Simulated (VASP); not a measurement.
MgO (MgO (100), 1 layers), 2 atoms in the cell. The cell holds a slab with vacuum, 2 atoms: a = 3.008 Å, b = 3.008 Å, c = 7.000 Å, α = 90.00°, β = 90.00°, γ = 90.00°. 

- Program: VASP 6.6.1
- Task: single point
- Functional: PBE
- Potentials or basis: VASP PAW PBE potentials, release 64 (Mg, O)
- Cutoff: 520 eV
- k mesh: 10 × 10 × 1
- Occupations: fermi-dirac, width 0.02 eV
- Spin: no spin polarisation
- Dipole correction: yes
- Further INCAR settings: ALGO = Normal; EDIFF = 1e-06; NBANDS = 11

Potentials or basis: VASP PAW PBE potentials, release 64 (Mg, O).

Run with:

```console
$ cat potpaw_PBE.64/Mg/POTCAR potpaw_PBE.64/O/POTCAR > POTCAR
$ mpirun -np 1 vasp_std > vasp.out
```

Hardware: 1 thread of Intel(R) Xeon(R) Platinum 8259CL CPU @ 2.50GHz (Skylake/Cascade Lake), on a shared host.

How long does it take, and how much memory?

Run time: 10 s on 1 thread of Intel(R) Xeon(R) Platinum 8259CL CPU @ 2.50GHz (Skylake/Cascade Lake), on a shared host, peak memory 0.18 GiB. Counts: scf iterations 14, k points 21.
